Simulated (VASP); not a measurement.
## MgZn3O4: single point with PBEsol

MgZn3O4:

```xyz
16
Lattice="0.0000 0.0000 -5.2022 3.2471 5.6242 0.0000 3.2471 -5.6242 0.0000" Properties=species:S:1:pos:R:3 pbc="T T T"
Mg    1.6236   -0.9374   -2.6011
Mg    3.2471   -1.8747    0.0000
Zn    3.2471   -3.7495   -2.6011
Zn    3.2471    1.8747   -2.6011
Zn    4.8707   -0.9374   -2.6011
Zn    1.6236    0.9374    0.0000
Zn    4.8707    0.9374    0.0000
Zn    3.2471    3.7495    0.0000
O     3.2471   -1.8747   -3.2305
O     1.6236    0.9374   -3.2305
O     4.8707    0.9374   -3.2305
O     3.2471    3.7495   -3.2305
O     1.6236   -0.9374   -0.6294
O     3.2471   -3.7495   -0.6294
O     3.2471    1.8747   -0.6294
O     4.8707   -0.9374   -0.6294
```

```yaml
Program: VASP 6.6.1
Task: single point
Functional: PBEsol
Potentials_or_basis: VASP PAW PBE potentials, release 64 (Mg, Zn, O)
Cutoff: 520 eV
k_mesh: 4 × 3 × 3
Occupations: gaussian, width 0.1 eV
Spin: no spin polarisation
```

```
Pressure               : -0.2 GPa
Largest force          : 0.180 eV/Å
Band gap on the k mesh : 1.25 eV, direct
```

Forces in eV/Å, atoms in the order of the input:
```
Mg  -0.080  0.046 -0.059
Mg   0.080 -0.046 -0.059
Zn   0.100  0.028 -0.059
Zn  -0.103  0.059 -0.136
Zn   0.026 -0.101 -0.059
Zn  -0.100 -0.028 -0.059
Zn   0.103 -0.059 -0.136
Zn  -0.026  0.101 -0.059
O   -0.125  0.072  0.049
O    0.022 -0.084  0.105
O   -0.017  0.010  0.054
O    0.084  0.023  0.105
O    0.125 -0.072  0.049
O   -0.022  0.084  0.105
O    0.017 -0.010  0.054
O   -0.084 -0.023  0.105
```

Stress tensor (GPa, compression positive):
```
-0.59  0.02  0.00
 0.02 -0.57  0.00
 0.00  0.00  0.68
```

Levels at points of the mesh, in eV from the valence-band top:
```
           k point  band 60  band 61  band 62  band 63  band 64  band 65
(0.00, 0.00, 0.00)    -0.09    -0.04     0.00     1.25     5.55     5.98
(0.50, 0.00, 0.00)    -0.39    -0.38    -0.38     3.82     3.82     5.78
```

It took 3.8 min on 1 thread of Intel(R) Xeon(R) Platinum 8488C (Sapphire Rapids), on a shared host, peak memory 0.35 GiB.

Caveat: the PAW data sets were made with another functional, which shifts forces and pressure a little.
